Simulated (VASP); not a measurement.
**RbBr: single point with PBE**

RbBr:

```
Rb Br
1.0
     0.00000    2.97781    3.42750
     3.87719    0.00000    3.42750
     3.87719    2.97781    0.00000
Rb Br
1 1
Direct
  0.00000 0.00000 0.00000
  0.50000 0.50000 0.50000
```

This cell differs from its parent crystal: strain +0.1312 x Voigt [1, -1, 0, 0, 0, 0].

```yaml
Program: VASP 6.6.1
Task: single point
Functional: PBE
Potentials_or_basis: VASP PAW PBE potentials, release 64 (Rb_sv, Br)
Cutoff: 520 eV
k_mesh: 6 × 6 × 6
Occupations: gaussian, width 0.05 eV
Spin: no spin polarisation
Dipole_correction: no
Further_INCAR_settings: ALGO = Normal; EDIFF = 1e-06; NBANDS = 15
```

| Property | Result |
| --- | --- |
| Pressure | 4.2 GPa |
| Band gap on the k mesh | 3.86 eV |

Stress tensor (GPa, compression positive):
```
-0.85  0.00  0.00
 0.00 12.05  0.00
 0.00  0.00  1.28
```

Levels at points of the mesh, in eV from the valence-band top:
```csv
k point,band 6,band 7,band 8,band 9,band 10,band 11
"(0.00, 0.00, 0.00)",-0.52,-0.44,0.00,3.86,6.24,6.98
"(0.50, 0.00, 0.00)",-1.51,-0.87,-0.84,6.37,7.17,9.22
"(0.50, 0.50, 0.00)",-0.90,-0.60,-0.16,5.38,6.57,8.68
"(0.50, 0.00, 0.50)",-0.70,-0.69,-0.32,5.05,7.21,9.06
"(0.00, 0.50, 0.50)",-1.04,-0.51,-0.09,5.36,6.65,8.16
```

It took 71 s on 1 thread of Intel Xeon 8259CL (shared host), peak memory 0.24 GiB.

Caveat: the cell differs from its parent crystal (strain +0.1312 x Voigt [1, -1, 0, 0, 0, 0]); the cell stands under pressure.
